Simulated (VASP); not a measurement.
# Mo2Ir (P6/mmm) in VASP: notebook, part 3 of 3

VASP 6.6.1.

### Step 6. Relaxation of cell and atoms, PBE

This run uses another cell than the first one, of 13.40 Å³/atom.

The input, INCAR:

```
PREC = Accurate ; ENCUT = 500
EDIFF = 1E-7 ; ISMEAR = 0
SIGMA = 0.1 ; LREAL = F
LASPH = T ; NELM = 120
ALGO = Normal ; ISIF = 3
LWAVE = F ; LCHARG = F
GGA = PE ; IBRION = 2
NSW = 90 ; EDIFFG = -0.04
GGA_COMPAT = F ; NELMIN = 4
```

The input, KPOINTS:

```
regular mesh
0
Gamma
  6 6 4
```

The input, POSCAR:

```
Mo2Ir
1.0
    3.5030162202      0.0000000000      0.0000000000
   -1.7515081101      3.0337010366      0.0000000000
    0.0000000000      0.0000000000      3.7823264836
Mo Ir
2 1
Direct
    0.3333333333      0.6666666667      0.5000000000
    0.6666666667      0.3333333333      0.5000000000
    0.0000000000      0.0000000000      0.0000000000
```

Potentials or basis: VASP PAW PBE potentials, release 64 (Mo_sv, Ir).

Run with:

```bash
$ cat potpaw_PBE.64/Mo_sv/POTCAR potpaw_PBE.64/Ir/POTCAR > POTCAR
$ mpirun -np 1 vasp_std > vasp.out
```

Run time: 13 min. Hardware: 1 thread of Intel Xeon 8259CL, shared host; peak memory 0.18 GiB.

Results (log left out):

```
Free energy                           : -30.4478 eV
Relaxed volume                        : 15.38 Å³/atom
Relaxed cell                          : a = 4.408 Å, b = 4.408 Å, c = 2.742 Å, α = 90.00°, β = 90.00°, γ = 120.00°
Space group after relaxing (to 0.1 Å) : P6/mmm (No. 191)
Pressure after relaxing               : -0.1 GPa
Band gap on the k mesh                : zero (an odd number of electrons rules out a gap without spin polarisation)
```

Stress tensor (GPa, compression positive):
```
-0.16  0.00  0.00
 0.00 -0.16  0.00
 0.00  0.00  0.01
```

Final structure:
```
Mo Ir
1.0
     4.40807    0.00000    0.00000
    -2.20404    3.81750    0.00000
     0.00000    0.00000    2.74151
Mo Ir
2 1
Direct
  0.33333 0.66667 0.50000
  0.66667 0.33333 0.50000
  0.00000 0.00000 0.00000
```

Levels at points of the mesh, in eV from the Fermi level:
```tsv
k point	band 16	band 17	band 18	band 19	band 20	band 21	band 22
(0.00, 0.00, 0.00)	-1.79	-1.10	-1.10	-0.45	-0.45	0.79	0.79
(0.50, 0.00, 0.00)	-1.68	-1.67	-0.93	0.95	1.03	1.57	1.92
(0.00, 0.00, 0.50)	-0.48	0.13	0.13	1.18	1.18	2.99	3.29
(0.50, 0.00, 0.50)	-1.92	-0.54	0.57	0.88	1.57	2.51	2.67
```

Caveat: the k points lie up to 0.57 Å⁻¹ apart in the final cell, too coarse for converged energies and pressures of a metal; a cell axis changed by over 15 % at a fixed basis, so the end point is rough; spin-orbit coupling is left out, which moves the levels of the heavy elements.

### Step 7. Relaxation of cell and atoms, PBE

The input, INCAR:

```
SYSTEM = Mo2Ir
PREC = Accurate
ENCUT = 500
EDIFF = 1E-7
ISMEAR = 0
SIGMA = 0.1
LREAL = .False.
LASPH = .True.
NELM = 120
ALGO = Normal
ISIF = 3
LWAVE = .False.
LCHARG = .False.
GGA = PE
IBRION = 2
NSW = 90
EDIFFG = -0.04
GGA_COMPAT = .False.
NELMIN = 4
```

The input, KPOINTS:

```
regular mesh
0
Gamma
  6 6 6
  0 0 0
```

The input, POSCAR:

```
Mo2Ir
1.0
    4.4101918224      0.0000000000      0.0000000000
   -2.2050959112      3.8193381538      0.0000000000
    0.0000000000      0.0000000000      2.7399984647
Mo Ir
2 1
Direct
    0.3333333333      0.6666666667      0.5000000000
    0.6666666667      0.3333333333      0.5000000000
    0.0000000000      0.0000000000      0.0000000000
```

Run with:

```bash
$ cat potpaw_PBE.64/Mo_sv/POTCAR potpaw_PBE.64/Ir/POTCAR > POTCAR
$ mpirun -np 1 vasp_std > vasp.out
```

It took 1.7 min on 1 thread of Intel Xeon 8259CL, shared host; peak memory 0.18 GiB.

The run converged. Its results:

```
Free energy                           : -30.5778 eV
Relaxed volume                        : 15.41 Å³/atom
Relaxed cell                          : a = 4.429 Å, b = 4.429 Å, c = 2.720 Å, α = 90.00°, β = 90.00°, γ = 120.00°
Space group after relaxing (to 0.1 Å) : P6/mmm (No. 191)
Energy gained by relaxing             : 2.2 meV/atom
Ionic steps                           : 3
Pressure after relaxing               : -0.3 GPa
Band gap on the k mesh                : zero (an odd number of electrons rules out a gap without spin polarisation)
```

Stress tensor (GPa, compression positive):
```
-0.29  0.00  0.00
 0.00 -0.29  0.00
 0.00  0.00 -0.37
```

The path:
```
step  energy change (eV)  largest force (eV/Å)  pressure (GPa)  volume (Å³)
   1              0.0000                0.0000            0.25        46.15
   2              0.0064                0.0000           -0.89        46.30
   3             -0.0066                0.0000           -0.31        46.22
```

Final structure:
```
Mo Ir
1.0
     4.42918    0.00000    0.00000
    -2.21459    3.83578    0.00000
     0.00000    0.00000    2.72041
Mo Ir
2 1
Direct
  0.33333 0.66667 0.50000
  0.66667 0.33333 0.50000
  0.00000 0.00000 0.00000
```

Levels at points of the mesh, in eV from the Fermi level:
```csv
k point,band 16,band 17,band 18,band 19,band 20,band 21
"(0.00, 0.00, 0.00)",-1.98,-1.12,-1.12,-0.55,-0.55,0.83
"(0.50, 0.00, 0.00)",-1.85,-1.65,-0.95,0.82,1.06,1.42
"(0.00, 0.00, 0.50)",-0.63,0.07,0.07,1.01,1.01,2.87
"(0.50, 0.00, 0.50)",-2.01,-0.61,0.51,0.79,1.50,2.31
```

Caveat: the k points lie up to 0.38 Å⁻¹ apart in the final cell, too coarse for converged energies and pressures of a metal; spin-orbit coupling is left out, which moves the levels of the heavy elements.

### Step 8. Summary

```csv
task,cell,k mesh,gap on the mesh (eV),pressure (GPa),relaxed volume (Å³/atom)
single point,"a = 4.410, b = 4.410, c = 2.740 Å, angles 90.0, 90.0, 120.0°, 3 atoms",6 × 6 × 4,none,0.4,-
single point,"a = 3.503, b = 3.503, c = 3.782 Å, angles 90.0, 90.0, 120.0°, 3 atoms",6 × 6 × 6,none,121.1,-
single point,"a = 4.286, b = 4.286, c = 2.725 Å, angles 90.0, 90.0, 120.0°, 3 atoms",6 × 6 × 6,none,20.8,-
single point,"a = 4.425, b = 4.425, c = 2.718 Å, angles 90.0, 90.0, 120.0°, 3 atoms",6 × 6 × 6,none,0.5,-
relaxation of cell and atoms,"relaxed from a = 3.503, b = 3.503, c = 3.782 Å, angles 90.0, 90.0, 120.0°, 3 atoms",6 × 6 × 4,none,-0.1,15.38
relaxation of cell and atoms,"relaxed from a = 4.410, b = 4.410, c = 2.740 Å, angles 90.0, 90.0, 120.0°, 3 atoms",6 × 6 × 6,none,-0.3,15.41
```

Alike in all rows: level PBE; potentials or basis VASP PAW PBE potentials, release 64 (Mo_sv, Ir); no spin polarisation; cutoff (eV) 500; smearing gaussian 0.1 eV.

Caveats: some runs use coarse meshes; spin-orbit coupling is left out, which moves the levels of the heavy elements; atoms lie so close that the PAW spheres overlap strongly, which falsifies energies and pressures (at least some runs); the stress differs along the axes, from 27 to 168 GPa (at least some runs); a cell axis changed by over 15 % at a fixed basis, so the end point is rough (at least some runs).

Absolute energies hang on the potentials; compare differences alone.
